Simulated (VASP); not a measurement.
Crystal: ZnCu.

```
Zn Cu
1.0
     2.96318    0.00000    0.00000
     0.00000    2.96318    0.00000
     0.00000    0.00000    2.96318
Zn Cu
1 1
Direct
  0.50000 0.50000 0.50000
  0.00000 0.00000 0.00000
```

| Item | Value |
| --- | --- |
| Program | VASP 6.6.1 |
| Task | relaxation of cell and atoms |
| Functional | PBEsol |
| Potentials or basis | VASP PAW PBE potentials, release 64 (Zn, Cu) |
| Cutoff | 600 eV |
| k mesh | 14 × 14 × 14 |
| Occupations | gaussian, width 0.1 eV |
| Spin | no spin polarisation |

At the start: pressure -6.0 GPa; volume 13.01 Å³/atom.

How do energy, volume and symmetry change on relaxing?

Over 8 steps the energy falls by 13.1 meV/atom and the volume is 12.36 Å³/atom (-5.0 %); space group Pm-3m (No. 221, to 0.1 Å) before and after.

The path:
```csv
step,energy change (eV),largest force (eV/Å),pressure (GPa),volume (Å³)
1,0.0000,0.0000,-6.04,26.02
2,-0.0219,0.0000,3.03,24.21
3,-0.0263,0.0000,0.44,24.71
4,-0.0262,0.0000,-0.87,24.79
5,-0.0263,0.0000,0.07,24.74
6,-0.0262,0.0000,-0.51,24.76
7,-0.0263,0.0000,-0.70,24.75
8,-0.0263,0.0000,0.06,24.72
```

Final structure:
```cif
data_structure
_symmetry_space_group_name_H-M 'P 1'
_symmetry_Int_Tables_number 1
_cell_length_a 2.9130
_cell_length_b 2.9130
_cell_length_c 2.9130
_cell_angle_alpha 90.000
_cell_angle_beta 90.000
_cell_angle_gamma 90.000
_cell_volume 24.72
loop_
_atom_site_label
_atom_site_type_symbol
_atom_site_fract_x
_atom_site_fract_y
_atom_site_fract_z
_atom_site_occupancy
Zn1 Zn 0.50000 0.50000 0.50000 1
Cu1 Cu 0.00000 0.00000 0.00000 1
```

Caveat: the PAW data sets were made with another functional, which shifts forces and pressure a little.
